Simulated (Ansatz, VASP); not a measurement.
## Two plane-wave programs on InO2

```
CELL_PARAMETERS angstrom
4.03335 0.00000 0.00000
0.00000 4.03335 0.00000
0.00000 0.00000 4.74654
ATOMIC_POSITIONS crystal
In 0.00000 0.00000 0.50000
O 0.00000 0.50000 0.50000
O 0.50000 0.00000 0.50000
```

Alike in both runs: functional PBE; k mesh 6 × 6 × 6; occupations gaussian, width 0.1 eV; no spin polarisation.

Ansatz relaxed the structure, and its values are those at the end. VASP's run is a single point on that final structure, the one shown.

|  | VASP | Ansatz |
| --- | --- | --- |
| version | VASP 6.6.1 | Ansatz 0.2.0 |
| potentials or method | VASP PAW PBE potentials, release 64 (In_d, O), cutoff 520 eV | scalar-relativistic, plane waves, PAW |
| valence electrons in the cell | 25 | 25 |

VASP gave:

```
gap on the k mesh at the Fermi level (eV) : none
pressure (GPa)                            : 0.3
```

Task: What did Ansatz give for the same quantities?

Result: gap on the k mesh at the Fermi level (eV): none; pressure (GPa): 0.1.

A gap of «none» marks a metal or a gap that the smearing closes.
